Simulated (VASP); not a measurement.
# Y2TaN3 in VASP: a series of runs

Y2TaN3 is run at these levels: PBE; tasks: single point.

All numbers are computed with VASP 6.6.1; they aren't measurements. Logs are shortened: lines on timing, memory, paths and dates and some standing lists are left out, and cuts for length are marked.

**1. The cell of the first run**

It takes space group P-3m1 (No. 164, trigonal). Conventional cell: a = 3.319 Å, b = 3.319 Å, c = 8.183 Å, α = 90.00°, β = 90.00°, γ = 120.00°. Within 3.5 Å of Y (site symmetry 3m) lie 6 N at 2.39 to 2.44 Å and 3 Ta at 3.28 Å and 9 Y at 3.32 to 3.44 Å. Ta (site symmetry -3m) has 6 N at 2.24 Å within 3.0 Å. N (site symmetry -3m) has 6 Y at 2.39 Å and 12 N at 3.32 to 3.50 Å within 3.6 Å. N (site symmetry 3m) has 3 Ta at 2.24 Å and 3 Y at 2.44 Å and 3 N at 3.01 Å within 3.1 Å.

The cell was built from a structure type or drawn by symmetry, and may not be a known phase.

**2. Single point, PBE**

INCAR

```
  PREC = Accurate
  ENCUT = 520
  EDIFF = 1E-6
  ISMEAR = 0
  SIGMA = 0.1
  LREAL = False
  LASPH = True
  NELM = 60
  ALGO = Normal
  ISIF = 2
  LWAVE = False
  LCHARG = False
  GGA = PE
  NBANDS = 33
```

KPOINTS

```
regular mesh
0
Gamma
  12 12 6
```

POSCAR

```
Y2TaN3
1.0
    3.3194637551      0.0000000000      0.0000000000
   -1.6597318776      2.8747399389      0.0000000000
    0.0000000000      0.0000000000      8.1831236000
Y Ta N
2 1 3
Direct
    0.3333333333      0.6666666667      0.6744400000
    0.6666666667      0.3333333333      0.3255600000
    0.0000000000      0.0000000000      0.0000000000
    0.0000000000      0.0000000000      0.5000000000
    0.3333333333      0.6666666667      0.1418670000
    0.6666666667      0.3333333333      0.8581330000
```

Potentials or basis: VASP PAW PBE potentials, release 64 (Y_sv, Ta_pv, N).

On the command line:

```bash
cat potpaw_PBE.64/Y_sv/POTCAR potpaw_PBE.64/Ta_pv/POTCAR potpaw_PBE.64/N/POTCAR > POTCAR
mpirun -np 1 vasp_std > vasp.out
```

OUTCAR:

```text
PREC = Accurate
   ENCUT = 520
   EDIFF = 1E-6
   ISMEAR = 0
   LREAL = False
   LASPH = True
   NELM = 60
   ISIF = 2
   GGA = PE

 ion  position               nearest neighbor table
   1  0.333  0.667  0.674-   4 2.39   4 2.39   4 2.39   6 2.44   6 2.44   6 2.44   3 3.28   3 3.28
                             3 3.28   2 3.44   2 3.44   2 3.44
   2  0.667  0.333  0.326-   4 2.39   4 2.39   4 2.39   5 2.44   5 2.44   5 2.44   3 3.28   3 3.28
                             3 3.28   1 3.44   1 3.44   1 3.44
   3  0.000  0.000  0.000-   5 2.24   6 2.24   6 2.24   5 2.24   6 2.24   5 2.24   1 3.28   2 3.28
                             1 3.28   2 3.28   2 3.28   1 3.28
   4  0.000  0.000  0.500-   1 2.39   2 2.39   2 2.39   1 2.39   2 2.39   1 2.39
   5  0.333  0.667  0.142-   3 2.24   3 2.24   3 2.24   2 2.44   2 2.44   2 2.44
   6  0.667  0.333  0.858-   3 2.24   3 2.24   3 2.24   1 2.44   1 2.44   1 2.44

  LATTYP: Found a hexagonal cell.
 ALAT       =     3.3194637551
 C/A-ratio  =     2.4651944422

  Lattice vectors:

 A1 = (   3.3194637551,   0.0000000000,   0.0000000000)
 A2 = (  -1.6597318776,   2.8747399389,   0.0000000000)
 A3 = (   0.0000000000,   0.0000000000,   8.1831236000)

Analysis of symmetry for initial positions (statically):
=====================================================================
 Subroutine PRICEL returns:
 Original cell was already a primitive cell.

 Routine SETGRP: Setting up the symmetry group for a
 hexagonal supercell.

 Subroutine GETGRP returns: Found 12 space group operations
 (whereof 12 operations were pure point group operations)
 out of a pool of 24 trial point group operations.

The static configuration has the point symmetry D_3d.

Analysis of symmetry for dynamics (positions and initial velocities):
=====================================================================
 Subroutine PRICEL returns:
 Original cell was already a primitive cell.

 Routine SETGRP: Setting up the symmetry group for a
 hexagonal supercell.

 Subroutine GETGRP returns: Found 12 space group operations
 (whereof 12 operations were pure point group operations)
 out of a pool of 24 trial point group operations.

The dynamic configuration has the point symmetry D_3d.

 Subroutine INISYM returns: Found 12 space group operations
 (whereof 12 operations are pure point group operations),
 and found     1 'primitive' translations

----------------------------------------------------------------------------------------

                                     Primitive cell

  volume of cell :      78.0882

  direct lattice vectors                    reciprocal lattice vectors
     3.319463755  0.000000000  0.000000000     0.301253478  0.173928776  0.000000000
    -1.659731878  2.874739939  0.000000000     0.000000000  0.347857553  0.000000000
     0.000000000  0.000000000  8.183123600     0.000000000  0.000000000  0.122202725

  length of vectors
     3.319463755  3.319463755  8.183123600     0.347857553  0.347857553  0.122202725

  position of ions in fractional coordinates (direct lattice)
     0.333333333  0.666666667  0.674440000
     0.666666667  0.333333333  0.325560000
     0.000000000  0.000000000  0.000000000
     0.000000000  0.000000000  0.500000000
     0.333333333  0.666666667  0.141867000
     0.666666667  0.333333333  0.858133000

  ion indices of the primitive-cell ions
   primitive index   ion index
                 1           1
                 2           2
                 3           3
                 4           4
                 5           5
                 6           6

----------------------------------------------------------------------------------------

 KPOINTS: regular mesh

Automatic generation of k-mesh.
 Grid dimensions read from file:
 generate k-points for:   12   12    6

 Generating k-lattice:

  Cartesian coordinates                     Fractional coordinates (reciprocal lattice)
     0.025104456  0.014494065  0.000000000     0.083333333  0.000000000  0.000000000
     0.000000000  0.028988129  0.000000000     0.000000000  0.083333333  0.000000000
     0.000000000  0.000000000  0.020367121     0.000000000  0.000000000  0.166666667

  Length of vectors
     0.028988129  0.028988129  0.020367121

  Shift w.r.t. Gamma in fractional coordinates (k-lattice)
     0.000000000  0.000000000  0.000000000

 Subroutine IBZKPT returns following result:
 ===========================================

 Found    100 irreducible k-points:

 Following reciprocal coordinates:
            Coordinates               Weight
  0.000000  0.000000  0.000000      1.000000
  0.083333 -0.000000  0.000000      6.000000
  0.166667 -0.000000  0.000000      6.000000
  0.250000 -0.000000  0.000000      6.000000
  0.333333 -0.000000  0.000000      6.000000
  0.416667 -0.000000  0.000000      6.000000
[... 16 lines left out ...]
  0.166667 -0.000000  0.166667      6.000000
  0.000000  0.166667  0.166667      6.000000
 [... further k-points ...]
   k-points           NKPTS =    100   k-points in BZ     NKDIM =    100   number of bands    NBANDS=     33
   number of dos      NEDOS =    301   number of ions     NIONS =      6
   total plane-waves  NPLWV =  50176
   dimension x,y,z NGX =    28 NGY =   28 NGZ =   64
   dimension x,y,z NGXF=    56 NGYF=   56 NGZF=  128
   ions per type =               2   1   3
   NGX,Y,Z   is equivalent  to a cutoff of  14.02, 14.02, 13.00 a.u.
   NGXF,Y,Z  is equivalent  to a cutoff of  28.05, 28.05, 26.00 a.u.
 SYSTEM =  unknown system
   PREC   = accura    normal or accurate (medium, high low for compatibility)
   ISTART =      0    job   : 0-new  1-cont  2-samecut
   ICHARG =      2    charge: 1-file 2-atom 10-const
   ISPIN  =      1    spin polarized calculation?
   LNONCOLLINEAR =      F non collinear calculations
   LSORBIT =      F    spin-orbit coupling
   LASPH  =      T    aspherical Exc in radial PAW
   ENCUT  =  520.0 eV  38.22 Ry    6.18 a.u.   6.17  6.17 15.22*2*pi/ulx,y,z
   NELM   =     60;   NELMIN=  2; NELMDL= -5     # of ELM steps
   EDIFF  = 0.1E-05   stopping-criterion for ELM
   LREAL  =      F    real-space projection
   EDIFFG = 0.1E-04   stopping-criterion for IOM
   NSW    =      0    number of steps for IOM
   IBRION =     -1    ionic relax: 0-MD 1-quasi-New 2-CG
   NFREE  =      0    steps in history (QN), initial steepest desc. (CG)
   ISIF   =      2    stress and relaxation
   ISYM   =      2    0-nonsym 1-usesym 2-fastsym
   POTIM  = 0.5000    time-step for ionic-motion
   TEBEG  =    0.0;   TEEND  =   0.0 temperature during run
   PSTRESS=    0.0 pullay stress
   NELECT =      48.0000    total number of electrons
   NUPDOWN=      -1.0000    fix difference up-down
   EMIN   =  10.00;   EMAX   =-10.00  energy-range for DOS
   EFERMI =   0.00;   METHOD = LEGACY
   ISMEAR =     0;   SIGMA  =   0.10  broadening in eV -4-tet -1-fermi 0-gaus
   EFERMI_NEDOS =   21; number of points for ismear=-14 and -15
   IALGO  =     38    algorithm
   IMIX   =      4    mixing-type and parameters
     AMIX     =   0.40;   BMIX     =  1.00
     AMIX_MAG =   1.60;   BMIX_MAG =  1.00
  volume/ion in A,a.u.               =      13.01        87.83
  Fermi-wavevector in a.u.,A,eV,Ry     =   1.391960  2.630423 26.361998  1.937552
  Thomas-Fermi vector in A             =   2.515749
   LORBIT       =      0    0 simple, 1 ext, 2 COOP (PROOUT), +10 PAW based schemes
   GGA     = PE    functional components
   LHFCALC =     F    Hartree Fock is set to
   AEXX    =    0.0000 exact exchange contribution
   IVDW    =     0    specifies the selected vdW correction
   LEPSILON=     F    determine dielectric tensor
   LRPA    =     F    only Hartree local field effects (RPA)
 non-spin polarized calculation
 Gauss-broadening in eV      SIGMA  =   0.10
  energy-cutoff  :      520.00
  volume of cell :       78.09
 maximum number of plane-waves:      2119
 NGX is ok and might be reduce to    28

 number of electron      48.0000002 magnetization

 Free energy of the ion-electron system (eV)
  ---------------------------------------------------
  ext. energy  EPLUGINS =         0.00000000
  ---------------------------------------------------
  free energy    TOTEN  =       -58.61244814 eV

  energy without entropy =      -58.60446512  energy(sigma->0) =      -58.60845663

 E-fermi :   6.6106     XC(G=0): -12.0003

 val. band max:        6.6043664532   @ k =   0.4167  -0.0000   0.5000
 cond. band min:       6.6359310365   @ k =   0.3333   0.3333   0.0000
 fundamental gap:      0.0315645833
 Fermi energy:         6.6105992766

 k-point     1 :       0.0000    0.0000    0.0000
  band No.  band energies     occupation
      1     -35.4197      2.00000
      2     -35.3553      2.00000
      3     -29.0525      2.00000
      4     -29.0120      2.00000
      5     -29.0120      2.00000
      6     -16.1605      2.00000
[... 25 lines left out ...]
     32      10.1439      0.00000
     33      10.1440      0.00000

 k-point     2 :       0.0833   -0.0000    0.0000
  band No.  band energies     occupation
      1     -35.4103      2.00000
      2     -35.3478      2.00000
      3     -29.0484      2.00000
      4     -29.0349      2.00000
      5     -29.0171      2.00000
      6     -16.1277      2.00000
[... 25 lines left out ...]
     32      10.0619      0.00000
     33      10.4803      0.00000

 k-point     3 :       0.1667   -0.0000    0.0000
  band No.  band energies     occupation
      1     -35.3842      2.00000
      2     -35.3274      2.00000
      3     -29.0972      2.00000
      4     -29.0369      2.00000
      5     -29.0309      2.00000
      6     -16.0383      2.00000
[... 25 lines left out ...]
     32      10.6398      0.00000
     33      11.2295      0.00000

 k-point     4 :       0.2500   -0.0000    0.0000
  band No.  band energies     occupation
      1     -35.3479      2.00000
      2     -35.2998      2.00000
      3     -29.1808      2.00000
      4     -29.0496      2.00000
      5     -29.0213      2.00000
      6     -15.9373      2.00000
[... 25 lines left out ...]
     32      10.9904      0.00000
     33      11.1653      0.00000

 k-point     5 :       0.3333   -0.0000    0.0000
  band No.  band energies     occupation
      1     -35.3101      2.00000
      2     -35.2731      2.00000
      3     -29.2631      2.00000
      4     -29.0683      2.00000
      5     -29.0057      2.00000
      6     -16.0562      2.00000
[... 604 lines left out ...]
 k-point    22 :       0.0000    0.0833    0.1667
  band No.  band energies     occupation
      1     -35.4106      2.00000
      2     -35.3475      2.00000
      3     -29.0484      2.00000
      4     -29.0349      2.00000
      5     -29.0171      2.00000
      6     -16.1165      2.00000
[... 25 lines left out ...]
     32      10.1295      0.00000
     33      10.6957      0.00000

 k-point    23 :       0.1667   -0.0000    0.1667
  band No.  band energies     occupation
      1     -35.3844      2.00000
      2     -35.3272      2.00000
      3     -29.0972      2.00000
      4     -29.0369      2.00000
      5     -29.0309      2.00000
      6     -16.0307      2.00000
[... 25 lines left out ...]
     32      10.6698      0.00000
     33      11.1014      0.00000

 k-point    24 :       0.0000    0.1667    0.1667
  band No.  band energies     occupation
      1     -35.3845      2.00000
      2     -35.3272      2.00000
      3     -29.0972      2.00000
      4     -29.0369      2.00000
      5     -29.0309      2.00000
      6     -16.0303      2.00000
[... 25 lines left out ...]
     32      10.4966      0.00000
     33      10.8253      0.00000

 [... further k-points ...]

------------------------ aborting loop because EDIFF is reached ----------------------------------------

  FORCE on cell =-STRESS in cart. coord.  units (eV):
  Direction    XX          YY          ZZ          XY          YZ          ZX
  --------------------------------------------------------------------------------------
  -------------------------------------------------------------------------------------
  Total        0.0078863      0.0078863     -0.0260267     -0.0000000      0.0000000     -0.0000000
  in kB        0.1618074      0.1618074     -0.5340039     -0.0000000      0.0000000     -0.0000000
  external PRESSURE =      -0.0701297 kB  Pullay stress =       0.0000000 kB

 VOLUME and BASIS-vectors are now :
 -----------------------------------------------------------------------------
  energy-cutoff  :      520.00
  volume of cell :       78.09
      direct lattice vectors                 reciprocal lattice vectors
     3.319463755  0.000000000  0.000000000     0.301253478  0.173928776  0.000000000
    -1.659731878  2.874739939  0.000000000     0.000000000  0.347857553  0.000000000
     0.000000000  0.000000000  8.183123600     0.000000000  0.000000000  0.122202725

 POSITION                                       TOTAL-FORCE (eV/Angst)
 -----------------------------------------------------------------------------------
     -0.00000      1.91649      5.51903         0.000000     -0.000000      0.010868
      1.65973      0.95825      2.66410         0.000000      0.000000     -0.010868
      0.00000      0.00000      0.00000        -0.000000      0.000000      0.000000
      0.00000      0.00000      4.09156        -0.000000      0.000000      0.000000
     -0.00000      1.91649      1.16092        -0.000000     -0.000000      0.043420
      1.65973      0.95825      7.02221        -0.000000      0.000000     -0.043420
 -----------------------------------------------------------------------------------
    total drift:                                0.000000     -0.000000     -0.000000

  FREE ENERGIE OF THE ION-ELECTRON SYSTEM (eV)
  ---------------------------------------------------
  free  energy   TOTEN  =       -58.6124481432 eV

  energy  without entropy=      -58.6044651193  energy(sigma->0) =      -58.60845663
```

It took 2.5 min on 1 thread of Intel Xeon 6975P-C (Granite Rapids), shared host; peak memory 0.41 GiB.

Results:

- Free energy: -58.6124 eV
- Pressure: 0.0 GPa
- Largest force: 0.043 eV/Å
- Band gap on the k mesh: zero (bands 24 and 25 overlap by 0.60 eV)

Forces on the atoms (eV/Å):
```
Y    0.000  0.000  0.011
Y    0.000  0.000 -0.011
Ta   0.000  0.000  0.000
N    0.000  0.000  0.000
N    0.000  0.000  0.043
N    0.000  0.000 -0.043
```

Caveat: spin-orbit coupling is left out, which moves the levels of the heavy elements.

**3. Single point, PBE**

This run uses another cell than the first one: it holds 12 atoms, not 6.

INCAR

```
SYSTEM = Y2TaN3
  PREC = Accurate
  ENCUT = 520
  EDIFF = 1E-6
  ISMEAR = 0
  SIGMA = 0.2
  LREAL = .False.
  LASPH = .True.
  NELM = 60
  ALGO = Normal
  ISIF = 2
  LWAVE = .False.
  LCHARG = .False.
  GGA = PE
  NBANDS = 60
```

KPOINTS

```
regular mesh
0
Gamma
  6 6 2
  0 0 0
```

POSCAR

```
Y2TaN3
1.0
    3.3158535890     -0.0002156581     -0.0001637335
   -1.6581118631      2.8712445886      0.0002520998
   -0.0005671727      0.0006857447     16.3944241378
Y Ta N
4 2 6
Direct
    0.3333366598      0.6666355677      0.3369392818
    0.3333325911      0.6666275075      0.8369349899
    0.6666446883      0.3333798879      0.1630710712
    0.6666496738      0.3333673010      0.6630664221
    0.0000436851      0.0000207837     -0.0000042012
   -0.0000119671     -0.0000435722      0.4999952275
    0.0000024636     -0.0000001407      0.2499995551
    0.0000116413      0.0000095430      0.7499985453
    0.3333344335      0.6666819414      0.0711264789
    0.3333275621      0.6666727980      0.5711229552
    0.6666713652      0.3333250912      0.4288746986
    0.6666572034      0.3333232915      0.9288749756
```

Potentials or basis: VASP PAW PBE potentials, release 64 (Y_sv, Ta_pv, N).

On the command line:

```bash
cat potpaw_PBE.64/Y_sv/POTCAR potpaw_PBE.64/Ta_pv/POTCAR potpaw_PBE.64/N/POTCAR > POTCAR
mpirun -np 1 vasp_std > vasp.out
```

It took 5.5 min on 1 thread of Intel Xeon 6975P-C (Granite Rapids), shared host; peak memory 0.51 GiB.

It converged, with:

* Free energy: -117.2908 eV
* Pressure: 0.0 GPa
* Largest force: 0.036 eV/Å
* Band gap on the k mesh: zero (bands 48 and 49 overlap by 0.62 eV)

Forces on the atoms (eV/Å):
```
Y    0.000  0.001  0.002
Y   -0.001  0.001  0.002
Y    0.001 -0.001 -0.003
Y    0.001  0.000 -0.002
Ta  -0.001  0.000  0.001
Ta   0.000  0.001  0.001
N    0.000  0.000  0.000
N    0.000  0.000  0.000
N    0.000  0.000  0.036
N    0.000 -0.001  0.035
N    0.000  0.000 -0.035
N    0.000  0.000 -0.035
```

Stress tensor (GPa, compression positive):
```
 0.00  0.02  0.01
 0.02  0.04 -0.01
 0.01 -0.01 -0.08
```

Levels at points of the mesh, in eV from the Fermi level:
| k point | band 46 | band 47 | band 48 | band 49 | band 50 | band 51 |
| --- | --- | --- | --- | --- | --- | --- |
| (0.00, 0.00, 0.00) | -1.87 | -0.15 | -0.15 | -0.06 | -0.06 | 0.40 |
| (0.50, 0.00, 0.00) | -2.30 | -2.25 | -1.08 | -0.32 | 1.51 | 1.98 |
| (0.00, 0.50, 0.00) | -2.30 | -2.25 | -1.08 | -0.32 | 1.51 | 1.98 |
| (0.50, 0.50, 0.00) | -2.30 | -2.25 | -1.08 | -0.32 | 1.51 | 1.98 |
| (0.00, 0.00, 0.50) | -2.11 | -0.10 | -0.10 | -0.10 | -0.10 | 0.43 |
| (0.50, 0.00, 0.50) | -2.36 | -1.64 | -1.64 | 0.46 | 0.46 | 2.07 |
| (0.00, 0.50, 0.50) | -2.36 | -1.64 | -1.64 | 0.46 | 0.46 | 2.07 |
| (0.50, 0.50, 0.50) | -2.36 | -1.64 | -1.64 | 0.46 | 0.46 | 2.07 |

Caveat: the k points lie up to 0.36 Å⁻¹ apart, too coarse for converged energies and pressures of a metal; spin-orbit coupling is left out, which moves the levels of the heavy elements.
